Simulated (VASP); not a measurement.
Ti: single point with PBE

The system is Ti.

```
Ti
1.0
    -1.41183    1.41183    1.41183
     1.41183   -1.41183    1.41183
     1.41183    1.41183   -1.41183
Ti
1
Direct
  0.00000 0.00000 0.00000
```

This cell differs from its parent crystal: volume scaled by 0.65.

```yaml
Program: VASP 6.6.1
Task: single point
Functional: PBE
Potentials_or_basis: VASP PAW PBE potentials, release 64 (Ti_sv)
Cutoff: 520 eV
k_mesh: 16 × 16 × 16
Occupations: fermi-dirac, width 0.1 eV
Spin: no spin polarisation
Dipole_correction: no
Further_INCAR_settings: ALGO = Normal; EDIFF = 1e-06; NBANDS = 12
```

* Pressure: 85.6 GPa
* Band gap on the k mesh: zero (band 6 reaches 14.68 eV, above the bottom of band 7 at 12.81 eV)

Levels at points of the mesh, in eV from the Fermi level:
```csv
k point,band 3,band 4,band 5,band 6,band 7,band 8,band 9,band 10
"(0.00, 0.00, 0.00)",-30.88,-30.88,-6.42,1.20,1.20,1.20,4.12,4.12
"(0.50, 0.00, 0.00)",-31.59,-30.93,-3.83,-1.21,3.49,4.29,4.85,7.03
"(0.50, 0.50, 0.50)",-32.46,-32.46,-4.18,-4.18,6.37,6.37,6.37,12.98
```

Wall time 35 s on 1 thread of AMD EPYC 7R13 (shared host), peak memory 0.1 GiB.
